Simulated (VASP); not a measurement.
Input of a VASP 6.6.1 run:

File INCAR:

```
  PREC = Accurate
  ENCUT = 520
  EDIFF = 1E-7
  ISMEAR = -1
  SIGMA = 0.05
  LREAL = False
  LASPH = True
  NELM = 150
  ALGO = Normal
  ISIF = 2
  LWAVE = False
  LCHARG = False
  ISPIN = 2
  MAGMOM = 1 0 0 0
  LORBIT = 11
  LMAXMIX = 6
  LDAU = True
  LDAUTYPE = 2
  LDAUL = 3 -1
  LDAUU = 2 0
  LDAUJ = 0 0
  LDAUPRINT = 1
  GGA = PE
  NBANDS = 26
```

Contents of KPOINTS:

```
Automatic mesh
0
Gamma
  9 9 9
```

File POSCAR:

```
YbH3
1.0
    0.0000000000      2.6049710000      2.6049710000
    2.6049710000      0.0000000000      2.6049710000
    2.6049710000      2.6049710000      0.0000000000
Yb H
1 3
Direct
    0.0000000000      0.0000000000      0.0000000000
    0.5000000000      0.5000000000      0.5000000000
    0.2500000000      0.2500000000      0.2500000000
    0.7500000000      0.7500000000      0.7500000000
```

Potentials or basis: VASP PAW PBE potentials, release 64 (Yb, H).

Command:

```sh
$ cat potpaw_PBE.64/Yb/POTCAR potpaw_PBE.64/H/POTCAR > POTCAR
$ mpirun -np 1 vasp_std > vasp.out
```

Task: Predict the pressure.

Result: -5.0 GPa.

Task: Predict the net moment.

Result: 0.00 μB per cell.

Eigenvalues of the final occupation matrices:
```tsv
site	spin	trace	eigenvalues
site 1 f	1	6.75	0.93 0.95 0.95 0.95 0.99 0.99 0.99
site 1 f	2	6.75	0.93 0.95 0.95 0.95 0.99 0.99 0.99
```

Caveat: spin-orbit coupling is left out, which moves the levels of the heavy elements. The state reached can hang on the start; a lower one may exist.
